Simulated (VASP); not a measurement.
# Rh (Fm-3m) in VASP: a series of runs

The runs below take Rh through single point, relaxation of cell and atoms, with LDA.

Program: VASP 6.6.1. These are calculated values, not measurements. Logs are shortened: lines on timing, memory, paths and dates and some standing lists are left out, and cuts for length are marked.

**1. The cell of the first run**

Symmetry: Fm-3m, No. 225, cubic system. The conventional cell has a = 3.755 Å, b = 3.755 Å, c = 3.755 Å, α = 90.00°, β = 90.00°, γ = 90.00°. Within 3.5 Å of Rh (site symmetry m-3m) lie 12 Rh at 2.65 Å.

**2. Single point, LDA**

INCAR

```
PREC = Accurate
ENCUT = 520
EDIFF = 1E-6
ISMEAR = -1
SIGMA = 0.1
LREAL = False
LASPH = True
NELM = 60
ALGO = Normal
ISIF = 2
LWAVE = False
LCHARG = True
LELF = True
LVHAR = True
NBANDS = 14
```

KPOINTS

```
regular mesh
0
Gamma
  12 12 12
```

POSCAR

```
Rh
1.0
    2.6548537715      0.0000000000      0.0000000000
    1.3274268858      2.2991708095      0.0000000000
    1.3274268858      0.7663902698      2.1676790273
Rh
1
Direct
    0.0000000000      0.0000000000      0.0000000000
```

Potentials or basis: VASP PAW LDA potentials, release 64 (Rh_pv).

On the command line:

```console
cat potpaw_LDA.64/Rh_pv/POTCAR > POTCAR
mpirun -np 1 vasp_std > vasp.out
```

OUTCAR:

```text
PREC = Accurate
   ENCUT = 520
   EDIFF = 1E-6
   ISMEAR = -1
   LREAL = False
   LASPH = True
   NELM = 60
   ISIF = 2

 ion  position               nearest neighbor table
   1  0.000  0.000  0.000-

  LATTYP: Found a face centered cubic cell.
 ALAT       =     3.7545302099

  Lattice vectors:

 A1 = (   2.6548537715,   0.0000000000,   0.0000000000)
 A2 = (   1.3274268858,   2.2991708095,   0.0000000000)
 A3 = (   1.3274268858,   0.7663902698,   2.1676790273)

Analysis of symmetry for initial positions (statically):
=====================================================================
 Subroutine PRICEL returns:
 Original cell was already a primitive cell.

 Routine SETGRP: Setting up the symmetry group for a
 face centered cubic supercell.

 Subroutine GETGRP returns: Found 48 space group operations
 (whereof 48 operations were pure point group operations)
 out of a pool of 48 trial point group operations.

The static configuration has the point symmetry O_h .

Analysis of symmetry for dynamics (positions and initial velocities):
=====================================================================
 Subroutine PRICEL returns:
 Original cell was already a primitive cell.

 Routine SETGRP: Setting up the symmetry group for a
 face centered cubic supercell.

 Subroutine GETGRP returns: Found 48 space group operations
 (whereof 48 operations were pure point group operations)
 out of a pool of 48 trial point group operations.

The dynamic configuration has the point symmetry O_h .

 Subroutine INISYM returns: Found 48 space group operations
 (whereof 48 operations are pure point group operations),
 and found     1 'primitive' translations

----------------------------------------------------------------------------------------

                                     Primitive cell

  volume of cell :      13.2314

  direct lattice vectors                    reciprocal lattice vectors
     2.654853772  0.000000000  0.000000000     0.376668580 -0.217469706 -0.153774304
     1.327426886  2.299170810  0.000000000     0.000000000  0.434939412 -0.153774304
     1.327426886  0.766390270  2.167679027     0.000000000  0.000000000  0.461322911

  length of vectors
     2.654853772  2.654853772  2.654853772     0.461322911  0.461322911  0.461322911

  position of ions in fractional coordinates (direct lattice)
     0.000000000  0.000000000  0.000000000

  ion indices of the primitive-cell ions
   primitive index   ion index
                 1           1

----------------------------------------------------------------------------------------

 KPOINTS: regular mesh

Automatic generation of k-mesh.
 Grid dimensions read from file:
 generate k-points for:   12   12   12

 Generating k-lattice:

  Cartesian coordinates                     Fractional coordinates (reciprocal lattice)
     0.031389048 -0.018122476 -0.012814525     0.083333333 -0.000000000 -0.000000000
     0.000000000  0.036244951 -0.012814525     0.000000000  0.083333333 -0.000000000
     0.000000000  0.000000000  0.038443576     0.000000000  0.000000000  0.083333333

  Length of vectors
     0.038443576  0.038443576  0.038443576

  Shift w.r.t. Gamma in fractional coordinates (k-lattice)
     0.000000000  0.000000000  0.000000000

 Subroutine IBZKPT returns following result:
 ===========================================

 Found     72 irreducible k-points:

 Following reciprocal coordinates:
            Coordinates               Weight
  0.000000  0.000000  0.000000      1.000000
  0.083333  0.000000  0.000000      8.000000
  0.166667 -0.000000 -0.000000      8.000000
  0.250000  0.000000 -0.000000      8.000000
  0.333333  0.000000  0.000000      8.000000
  0.416667  0.000000  0.000000      8.000000
[... 16 lines left out ...]
  0.500000  0.166667 -0.000000     24.000000
 -0.416667  0.166667 -0.000000     24.000000
 [... further k-points ...]
   k-points           NKPTS =     72   k-points in BZ     NKDIM =     72   number of bands    NBANDS=     14
   number of dos      NEDOS =    301   number of ions     NIONS =      1
   total plane-waves  NPLWV =   8000
   dimension x,y,z NGX =    20 NGY =   20 NGZ =   20
   dimension x,y,z NGXF=    40 NGYF=   40 NGZF=   40
   ions per type =               1
   NGX,Y,Z   is equivalent  to a cutoff of  12.52, 12.52, 12.52 a.u.
   NGXF,Y,Z  is equivalent  to a cutoff of  25.05, 25.05, 25.05 a.u.
 SYSTEM =  unknown system
   PREC   = accura    normal or accurate (medium, high low for compatibility)
   ISTART =      0    job   : 0-new  1-cont  2-samecut
   ICHARG =      2    charge: 1-file 2-atom 10-const
   ISPIN  =      1    spin polarized calculation?
   LNONCOLLINEAR =      F non collinear calculations
   LSORBIT =      F    spin-orbit coupling
   LASPH  =      T    aspherical Exc in radial PAW
   ENCUT  =  520.0 eV  38.22 Ry    6.18 a.u.   4.94  4.94  4.94*2*pi/ulx,y,z
   NELM   =     60;   NELMIN=  2; NELMDL= -5     # of ELM steps
   EDIFF  = 0.1E-05   stopping-criterion for ELM
   LREAL  =      F    real-space projection
   EDIFFG = 0.1E-04   stopping-criterion for IOM
   NSW    =      0    number of steps for IOM
   IBRION =     -1    ionic relax: 0-MD 1-quasi-New 2-CG
   NFREE  =      0    steps in history (QN), initial steepest desc. (CG)
   ISIF   =      2    stress and relaxation
   ISYM   =      2    0-nonsym 1-usesym 2-fastsym
   POTIM  = 0.5000    time-step for ionic-motion
   TEBEG  =    0.0;   TEEND  =   0.0 temperature during run
   PSTRESS=    0.0 pullay stress
   NELECT =      15.0000    total number of electrons
   NUPDOWN=      -1.0000    fix difference up-down
   EMIN   =  10.00;   EMAX   =-10.00  energy-range for DOS
   EFERMI =   0.00;   METHOD = LEGACY
   ISMEAR =    -1;   SIGMA  =   0.10  broadening in eV -4-tet -1-fermi 0-gaus
   EFERMI_NEDOS =   21; number of points for ismear=-14 and -15
   IALGO  =     38    algorithm
   IMIX   =      4    mixing-type and parameters
     AMIX     =   0.40;   BMIX     =  1.00
     AMIX_MAG =   1.60;   BMIX_MAG =  1.00
  volume/ion in A,a.u.               =      13.23        89.29
  Fermi-wavevector in a.u.,A,eV,Ry     =   1.707011  3.225783 39.645832  2.913886
  Thomas-Fermi vector in A             =   2.785942
   LORBIT       =      0    0 simple, 1 ext, 2 COOP (PROOUT), +10 PAW based schemes
   GGA     = CA    functional components
   LHFCALC =     F    Hartree Fock is set to
   AEXX    =    0.0000 exact exchange contribution
   IVDW    =     0    specifies the selected vdW correction
   LEPSILON=     F    determine dielectric tensor
   LRPA    =     F    only Hartree local field effects (RPA)
 non-spin polarized calculation
  energy-cutoff  :      520.00
  volume of cell :       13.23
 maximum number of plane-waves:       366
   NGX =  9   NGY =  9   NGZ =  9

 number of electron      15.0000002 magnetization

 Free energy of the ion-electron system (eV)
  ---------------------------------------------------
  ext. energy  EPLUGINS =         0.00000000
  ---------------------------------------------------
  free energy    TOTEN  =        -8.70480530 eV

  energy without entropy =       -8.66819986  energy(sigma->0) =       -8.68650258

 E-fermi :  12.4164     XC(G=0): -14.5990

 val. band max:       12.3600527029   @ k =   0.3333   0.0833   0.0000
 cond. band min:      12.4920372255   @ k =   0.5000   0.4167   0.0000
 fundamental gap:      0.1319845227
 Fermi energy:        12.4164452556

 k-point     1 :       0.0000    0.0000    0.0000
  band No.  band energies     occupation
      1     -33.8099      2.00000
      2     -33.8099      2.00000
      3     -33.8099      2.00000
      4       4.1203      2.00000
      5       9.1279      2.00000
      6       9.1279      2.00000
      7       9.1279      2.00000
      8      11.3821      1.99994
      9      11.3821      1.99994
     10      28.3468      0.00000
     11      32.6483      0.00000
     12      33.9713      0.00000
     13      33.9713      0.00000
     14      33.9713      0.00000

 k-point     2 :       0.0833    0.0000    0.0000
  band No.  band energies     occupation
      1     -33.8691      2.00000
      2     -33.8178      2.00000
      3     -33.8178      2.00000
      4       4.4082      2.00000
      5       9.0010      2.00000
      6       9.2404      2.00000
      7       9.2404      2.00000
      8      11.3197      1.99997
      9      11.3197      1.99997
     10      28.7761      0.00000
     11      32.5822      0.00000
     12      32.6683      0.00000
     13      34.4078      0.00000
     14      34.4078      0.00000

 k-point     3 :       0.1667   -0.0000   -0.0000
  band No.  band energies     occupation
      1     -34.0290      2.00000
      2     -33.8393      2.00000
      3     -33.8393      2.00000
      4       5.1678      2.00000
      5       8.7788      2.00000
      6       9.4691      2.00000
      7       9.4691      2.00000
      8      11.2640      1.99998
      9      11.2640      1.99998
     10      29.7306      0.00000
     11      30.2369      0.00000
     12      32.6497      0.00000
     13      35.6250      0.00000
     14      35.6250      0.00000
[... 324 lines left out ...]
 k-point    23 :       0.5000    0.1667   -0.0000
  band No.  band energies     occupation
      1     -34.5747      2.00000
      2     -34.0537      2.00000
      3     -33.9757      2.00000
      4       6.6312      2.00000
      5       8.4170      2.00000
      6       9.8659      2.00000
      7       9.9714      2.00000
      8      13.1091      0.00196
      9      16.0929      0.00000
     10      21.8802      0.00000
     11      28.9567      0.00000
     12      32.1710      0.00000
     13      32.5156      0.00000
     14      32.6767      0.00000

 k-point    24 :      -0.4167    0.1667   -0.0000
  band No.  band energies     occupation
      1     -34.5821      2.00000
      2     -34.0818      2.00000
      3     -33.9581      2.00000
      4       6.7031      2.00000
      5       8.4298      2.00000
      6       9.7696      2.00000
      7      10.2294      2.00000
      8      12.7076      0.10320
      9      16.6854      0.00000
     10      21.4805      0.00000
     11      28.6583      0.00000
     12      31.5458      0.00000
     13      32.6525      0.00000
     14      33.3196      0.00000

 [... further k-points ...]

------------------------ aborting loop because EDIFF is reached ----------------------------------------

  FORCE on cell =-STRESS in cart. coord.  units (eV):
  Direction    XX          YY          ZZ          XY          YZ          ZX
  --------------------------------------------------------------------------------------
  -------------------------------------------------------------------------------------
  Total        0.0737991      0.0737991      0.0737991      0.0000000     -0.0000000      0.0000000
  in kB        8.9362412      8.9362412      8.9362412      0.0000000     -0.0000000      0.0000000
  external PRESSURE =       8.9362412 kB  Pullay stress =       0.0000000 kB

 VOLUME and BASIS-vectors are now :
 -----------------------------------------------------------------------------
  energy-cutoff  :      520.00
  volume of cell :       13.23
      direct lattice vectors                 reciprocal lattice vectors
     2.654853772  0.000000000  0.000000000     0.376668580 -0.217469706 -0.153774304
     1.327426886  2.299170810  0.000000000     0.000000000  0.434939412 -0.153774304
     1.327426886  0.766390270  2.167679027     0.000000000  0.000000000  0.461322911

 POSITION                                       TOTAL-FORCE (eV/Angst)
 -----------------------------------------------------------------------------------
      0.00000      0.00000      0.00000        -0.000000      0.000000      0.000000
 -----------------------------------------------------------------------------------
    total drift:                                0.000000      0.000000      0.000000

  FREE ENERGIE OF THE ION-ELECTRON SYSTEM (eV)
  ---------------------------------------------------
  free  energy   TOTEN  =        -8.7048053035 eV

  energy  without entropy=       -8.6681998575  energy(sigma->0) =       -8.68650258
```

It took 16 s on 1 thread of Intel Xeon 8259CL, shared host; peak memory 0.12 GiB.

Results:

| Property | Result |
| --- | --- |
| Free energy | -8.7048 eV |
| Pressure | 0.9 GPa |
| Band gap on the k mesh | zero (an odd number of electrons rules out a gap without spin polarisation) |

**3. Relaxation of cell and atoms, LDA**

This run uses another cell than the first one, of 13.67 Å³/atom.

INCAR

```
ALGO = Normal
EDIFF = 1E-7
EDIFFG = -0.02
ENCUT = 600
GGA = CA
IBRION = 2
ISIF = 3
ISMEAR = -1
LASPH = T
LCHARG = F
LREAL = F
LWAVE = F
NELM = 100
NSW = 80
PREC = Accurate
SIGMA = 0.1
```

KPOINTS

```
k-points
0
Gamma
  12 12 12
```

POSCAR

```
Rh
1.0
    2.6839650000      0.0000000000      0.0000000000
    1.3419825000      2.3243818729      0.0000000000
    1.3419825000      0.7747939576      2.1914482458
Rh
1
Direct
    0.0000000000      0.0000000000      0.0000000000
```

Potentials or basis: VASP PAW LDA potentials, release 64 (Rh_pv).

On the command line:

```console
cat potpaw_LDA.64/Rh_pv/POTCAR > POTCAR
mpirun -np 1 vasp_std > vasp.out
```

Run time: 34 s. Hardware: 1 thread of Intel Xeon 8259CL, shared host; peak memory 0.15 GiB.

Results (log left out):

| Quantity | Value |
| --- | --- |
| Free energy | -8.7054 eV |
| Relaxed volume | 13.26 Å³/atom |
| Relaxed cell | a = 2.657 Å, b = 2.657 Å, c = 2.657 Å, α = 60.00°, β = 60.00°, γ = 60.00° |
| Space group after relaxing (to 0.1 Å) | Fm-3m (No. 225) |
| Energy gained by relaxing | 11.5 meV/atom |
| Ionic steps | 4 |
| Pressure after relaxing | 0.0 GPa |
| Band gap on the k mesh | zero (an odd number of electrons rules out a gap without spin polarisation) |

The path:
| step | energy change (eV) | largest force (eV/Å) | pressure (GPa) | volume (Å³) |
| --- | --- | --- | --- | --- |
| 1 | 0.0000 | 0.0000 | -8.83 | 13.67 |
| 2 | 0.0815 | 0.0000 | 31.42 | 12.23 |
| 3 | -0.0115 | 0.0000 | -0.35 | 13.28 |
| 4 | -0.0115 | 0.0000 | 0.01 | 13.26 |

Final structure:
```
CELL_PARAMETERS angstrom
2.65705 0.00000 0.00000
1.32853 2.30107 0.00000
1.32853 0.76702 2.16947
ATOMIC_POSITIONS crystal
Rh 0.00000 0.00000 0.00000
```

Levels at points of the mesh, in eV from the Fermi level:
| k point | band 4 | band 5 | band 6 | band 7 | band 8 | band 9 | band 10 | band 11 |
| --- | --- | --- | --- | --- | --- | --- | --- | --- |
| (0.00, 0.00, 0.00) | -8.28 | -3.28 | -3.28 | -3.28 | -1.03 | -1.03 | 15.93 | 20.24 |
| (0.50, 0.00, 0.00) | -6.46 | -3.35 | -3.35 | 0.63 | 0.63 | 0.68 | 8.98 | 15.46 |
| (0.50, 0.50, 0.00) | -6.68 | -6.31 | 0.61 | 1.07 | 1.07 | 3.27 | 12.72 | 13.44 |

LDA usually gives volumes a few per cent too small. Zero-point motion and thermal expansion aren't in these numbers.
